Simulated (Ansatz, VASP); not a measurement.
**V: VASP beside Ansatz**

```
CELL_PARAMETERS angstrom
-1.47911 1.47911 1.47911
1.47911 -1.47911 1.47911
1.47911 1.47911 -1.47911
ATOMIC_POSITIONS crystal
V 0.00000 0.00000 0.00000
```

Alike in both runs: functional PBEsol; k mesh 25 × 25 × 25; no spin polarisation.

Ansatz relaxed the structure, and its values are those at the end. VASP's run is a single point on that final structure, the one shown.

|  | VASP | Ansatz |
| --- | --- | --- |
| version | VASP 6.6.1 | Ansatz 0.2.0 |
| potentials or method | VASP PAW PBE potentials, release 64 (V_sv) | plane-wave PAW, scalar-relativistic |
| plane-wave cutoff (eV) | 520 | 420 |
| occupations | methfessel-paxton of order 1, width 0.1 eV | cold, width 0.1 eV |
| valence electrons in the cell | 13 | 13 |

|  | VASP | Ansatz | Ansatz less VASP |
| --- | --- | --- | --- |
| pressure (GPa) | 0.2 | 0.0 | -0.19 |

VASP's potentials were made for PBE, not for PBEsol.
